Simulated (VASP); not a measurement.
A run of VASP 6.6.1:

INCAR

```
PREC = Accurate ; ENCUT = 500
EDIFF = 1E-6 ; ISMEAR = -1
SIGMA = 0.05 ; LREAL = False
LASPH = True ; NELM = 120
ALGO = Normal ; ISIF = 2
LWAVE = False ; LCHARG = False
GGA = PE ; NBANDS = 14
GGA_COMPAT = False
```

File KPOINTS:

```
regular mesh
0
Gamma
  11 11 11
```

File POSCAR:

```
HfB
1.0
    0.0000000000      2.3100000000      2.3100000000
    2.3100000000      0.0000000000      2.3100000000
    2.3100000000      2.3100000000      0.0000000000
Hf B
1 1
Direct
    0.4850000000      0.4850000000      0.5150000000
    0.0150000000      0.0150000000     -0.0150000000
```

Potentials or basis: VASP PAW PBE potentials, release 64 (Hf_pv, B).

Launch:

```bash
$ cat potpaw_PBE.64/Hf_pv/POTCAR potpaw_PBE.64/B/POTCAR > POTCAR
$ mpirun -np 1 vasp_std > vasp.out
```

Hardware: 1 thread of AMD EPYC 9R45 (Zen 5) (shared host).

Problem. Estimate the wall time of this run.

Solution. Run time: 14 s on 1 thread of AMD EPYC 9R45 (Zen 5), with other jobs on the host, peak memory 0.14 GiB. Counts: scf iterations 12, k points 126.
